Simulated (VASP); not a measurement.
# W4C5: single point with PBE

The system is W4C5, a slab with vacuum.

```
CELL_PARAMETERS angstrom
2.92177 0.00000 0.00000
-1.46089 2.53033 0.00000
0.00000 0.00000 26.38831
ATOMIC_POSITIONS crystal
C 0.66667 0.33333 0.28422
C 0.66667 0.33333 0.39211
C 0.66667 0.33333 0.50000
C 0.66667 0.33333 0.60789
C 0.66667 0.33333 0.71578
W 0.00000 0.00000 0.33816
W 0.00000 0.00000 0.44605
W 0.00000 0.00000 0.55395
W 0.00000 0.00000 0.66184
```

```
Program                : VASP 6.6.1
Task                   : single point
Functional             : PBE
Potentials or basis    : VASP PAW PBE potentials, release 64 (C, W_sv)
Cutoff                 : 520 eV
k mesh                 : 12 × 12 × 1
Occupations            : methfessel-paxton, width 0.2 eV
Spin                   : no spin polarisation
Dipole correction      : yes
Further INCAR settings : ALGO = Normal; EDIFF = 1e-06; NBANDS = 48
```

- Largest force: 5.574 eV/Å
- Band gap on the k mesh: zero (band 38 reaches 1.88 eV, above the bottom of band 39 at 1.30 eV)

Forces on the atoms (eV/Å):
```
C    0.000  0.000  4.606
C    0.000  0.000  0.834
C    0.000  0.000  0.000
C    0.000  0.000 -0.834
C    0.000  0.000 -4.606
W    0.000  0.000 -5.574
W    0.000  0.000 -0.162
W    0.000  0.000  0.162
W    0.000  0.000  5.574
```

Levels at points of the mesh, in eV from the Fermi level:
| k point | band 34 | band 35 | band 36 | band 37 | band 38 | band 39 | band 40 | band 41 | band 42 | band 43 |
| --- | --- | --- | --- | --- | --- | --- | --- | --- | --- | --- |
| (0.00, 0.00, 0.00) | -1.15 | -1.15 | 0.04 | 0.04 | 0.08 | 0.15 | 0.70 | 1.20 | 1.20 | 1.92 |
| (0.50, 0.00, 0.00) | -1.96 | -1.20 | -0.29 | -0.20 | 0.31 | 0.76 | 0.82 | 3.29 | 4.02 | 4.13 |

Wall time 4.8 min on 1 thread of AMD EPYC 9R45 96-Core Processor (Zen 5), on a shared host, peak memory 0.36 GiB.

Caveat: spin-orbit coupling is left out, which moves the levels of the heavy elements.
